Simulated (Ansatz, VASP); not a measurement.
**Two plane-wave programs on MgO**

The input INCAR:

```
SYSTEM = MgO
ALGO = Normal ; EDIFF = 1E-6
ENCUT = 600 ; GGA = PS
GGA_COMPAT = .FALSE. ; ISIF = 2
ISMEAR = 0 ; LASPH = .TRUE.
LCHARG = .FALSE. ; LREAL = .FALSE.
LWAVE = .FALSE. ; NBANDS = 16
NELM = 120 ; PREC = Accurate
SIGMA = 0.01
```

File KPOINTS:

```
k-points
0
G
  6 6 4
  0 0 0
```

File POSCAR:

```
MgO
1.0
    3.4863780000      0.0000000000      0.0000000000
   -1.7431890000      3.0192920000      0.0000000000
    0.0000000000      0.0000000000      4.1780410000
Mg O
2 2
Direct
    0.6666666667      0.3333333333      0.7500000000
    0.3333333333      0.6666666667      0.2500000000
    0.6666666667      0.3333333333      0.2500000000
    0.3333333333      0.6666666667      0.7500000000
```

Input for Ansatz:

```yaml
crystal:
  lattice:
    - [3.486378, 0.0, 0.0]
    - [-1.743189, 3.019292, 0.0]
    - [0.0, 0.0, 4.178041]
  atoms:
    - { symbol: Mg, position: [0.6666666666666666, 0.3333333333333333, 0.75] }
    - { symbol: Mg, position: [0.3333333333333333, 0.6666666666666666, 0.25] }
    - { symbol: O, position: [0.6666666666666666, 0.3333333333333333, 0.25] }
    - { symbol: O, position: [0.3333333333333333, 0.6666666666666666, 0.75] }
kpoints:
  mp_grid:
    grid: [6, 6, 4]
hamiltonian:
  xc: pbesol
scf:
  occupations:
    method: fixed
output:
  eigenvalues: true
```

Alike in both runs: task single point; functional PBEsol; k mesh 6 × 6 × 4; no spin polarisation.

|  | VASP | Ansatz |
| --- | --- | --- |
| version | VASP 6.6.1 | Ansatz 0.2.0 |
| potentials or method | VASP PAW PBE potentials, release 64 (Mg, O) | plane waves, PAW |
| plane-wave cutoff (eV) | 600 | 420 |
| occupations | gaussian, width 0.01 eV | fixed |
| valence electrons in the cell | 16 | 32 |

```csv
,VASP,Ansatz,Ansatz less VASP
gap on the k mesh at the Fermi level (eV),3.31,3.32,+0.003
```

VASP's potentials were made for PBE, not for PBEsol. VASP's potentials hold 16 valence electrons a cell and Ansatz's 32, so a difference there can come from the potentials and not from the codes.
